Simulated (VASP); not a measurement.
Input of a VASP 6.6.1 run:

The input INCAR:

```
PREC = Accurate
ENCUT = 520
EDIFF = 1E-6
ISMEAR = -1
SIGMA = 0.05
LREAL = F
LASPH = T
NELM = 100
ALGO = Normal
ISIF = 2
LWAVE = F
LCHARG = T
GGA = PS
LELF = T
LVHAR = T
NBANDS = 46
```

The input KPOINTS:

```
Automatic mesh
0
Gamma
  6 6 2
```

The input POSCAR:

```
CdSe
1.0
    4.3017506422      0.0002513759     -0.0004367823
   -2.1506522590      3.7257764714      0.0005365204
   -0.0014531040      0.0011792987     14.0401617359
Cd Se
4 4
Direct
    0.0037062370      0.0100864274      0.0012065990
    0.3369837557      0.6766753632      0.2513160057
    0.0037012070      0.0098807339      0.5012048994
    0.6703398175      0.3433682178      0.7513093250
    0.0036438387      0.0100727740      0.1888400620
    0.3370316300      0.6765317118      0.4390916395
    0.0036779316      0.0100235274      0.6888303904
    0.6703544238      0.3435017949      0.9390877695
```

Potentials or basis: VASP PAW PBE potentials, release 64 (Cd, Se).

Launch:

```bash
$ cat potpaw_PBE.64/Cd/POTCAR potpaw_PBE.64/Se/POTCAR > POTCAR
$ mpirun -np 1 vasp_std > vasp.out
```

Task: Predict the band gap on the k mesh.

Result: 0.51 eV, direct.

Task: Predict the pressure.

Result: 0.3 GPa.

Caveat: the PAW data sets were made with another functional, which shifts forces and pressure a little.
